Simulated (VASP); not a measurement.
Write the native input for VASP 6.6.1 that does the following.

```yaml
Task: single point
Functional: LDA
Potentials_or_basis: VASP PAW LDA potentials, release 64 (Hf_pv, O)
Cutoff: 520 eV
k_mesh: 6 × 6 × 8
Occupations: gaussian, width 0.05 eV
Spin: no spin polarisation
Dipole_correction: no
Further_INCAR_settings: ALGO = Normal; EDIFF = 1e-06; NBANDS = 31
```

The structure of HfO2 lies in POSCAR:

```
HfO2
1.0
    4.7888983834      0.0000000000      0.0000000000
    0.0000000000      4.7888983834      0.0000000000
    0.0000000000      0.0000000000      3.1858189644
Hf O
2 4
Direct
    0.0014747099     -0.0002150679      0.0000000000
    0.5023904340      0.5018935838      0.5000000000
    0.1951075733      0.8250344097      0.5000000000
    0.2833322727      0.2753875166      0.0000000000
    0.6735474193      0.6656026632      0.0000000000
    0.8048924267      0.2152495563      0.5000000000
```

This cell differs from its parent crystal: mode 13 (470.6 1/cm) frozen in, largest displacement +0.175 Å.

One way to write it, as run:

INCAR

```
SYSTEM = HfO2
PREC = Accurate
ENCUT = 520
EDIFF = 1E-6
ISMEAR = 0
SIGMA = 0.05
LREAL = .FALSE.
LASPH = .TRUE.
NELM = 60
ALGO = Normal
ISIF = 2
LWAVE = .FALSE.
LCHARG = .TRUE.
LELF = .TRUE.
LVHAR = .TRUE.
NBANDS = 31
```

KPOINTS

```
Automatic mesh
0
G
  6 6 8
  0 0 0
```

Potentials or basis: VASP PAW LDA potentials, release 64 (Hf_pv, O).

Command:

```bash
$ cat potpaw_LDA.64/Hf_pv/POTCAR potpaw_LDA.64/O/POTCAR > POTCAR
$ mpirun -np 1 vasp_std > vasp.out
```

It gave:

The pressure is 3.2 GPa. The largest force is 3.111 eV/Å. The band gap on the k mesh is 4.00 eV, indirect (the least direct gap lies 4.9 meV higher).

Caveat: the cell differs from its parent crystal (mode 13 (470.6 1/cm) frozen in, largest displacement +0.175 Å); spin-orbit coupling is left out, which moves the levels of the heavy elements; forces of over 1 eV/Å act on the atoms, so gaps and moduli don't describe the material at rest.

It took 60 s on 1 thread of Intel(R) Xeon(R) 6975P-C (Granite Rapids) (shared host), peak memory 0.29 GiB.
